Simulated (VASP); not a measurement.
Set up this calculation in VASP 6.6.1, as the native input.

```yaml
Task: single point
Functional: LDA
Potentials_or_basis: VASP PAW LDA potentials, release 64 (Al, Rh_pv)
Cutoff: 520 eV
k_mesh: 16 × 16 × 16
Occupations: gaussian, width 0.15 eV
Spin: no spin polarisation
Dipole_correction: no
Further_INCAR_settings: ALGO = Fast; EDIFF = 1e-06; NBANDS = 16
```

The structure of AlRh lies in POSCAR:

```
AlRh
1.0
    2.9773224700      0.0000000000      0.0000000000
    0.0000000000      2.8880027959      0.0000000000
    0.0000000000      0.0000000000      2.9773224700
Al Rh
1 1
Direct
    0.0000000000      0.0000000000      0.0000000000
    0.5000000000      0.5000000000      0.5000000000
```

This cell differs from its parent crystal: strain -0.0300 x Voigt [0, 1, 0, 0, 0, 0].

The input as run:

INCAR

```
PREC = Accurate ; ENCUT = 520
EDIFF = 1E-6 ; ISMEAR = 0
SIGMA = 0.15 ; LREAL = F
LASPH = T ; NELM = 60
ALGO = Fast ; ISIF = 2
LWAVE = F ; LCHARG = F
NBANDS = 16
```

KPOINTS

```
regular mesh
0
Gamma
  16 16 16
```

Potentials or basis: VASP PAW LDA potentials, release 64 (Al, Rh_pv).

Command:

```console
$ cat potpaw_LDA.64/Al/POTCAR potpaw_LDA.64/Rh_pv/POTCAR > POTCAR
$ mpirun -np 1 vasp_std > vasp.out
```

Results of the run:

The pressure is 1.1 GPa and the band gap on the k mesh is zero (bands 9 and 10 overlap by 2.72 eV).

Caveat: the cell differs from its parent crystal (strain -0.0300 x Voigt [0, 1, 0, 0, 0, 0]); the stress differs along the axes, from -1 to 6 GPa.

Run time: 2.2 min on 1 thread of Intel Xeon 8259CL, on a shared host, peak memory 0.26 GiB.
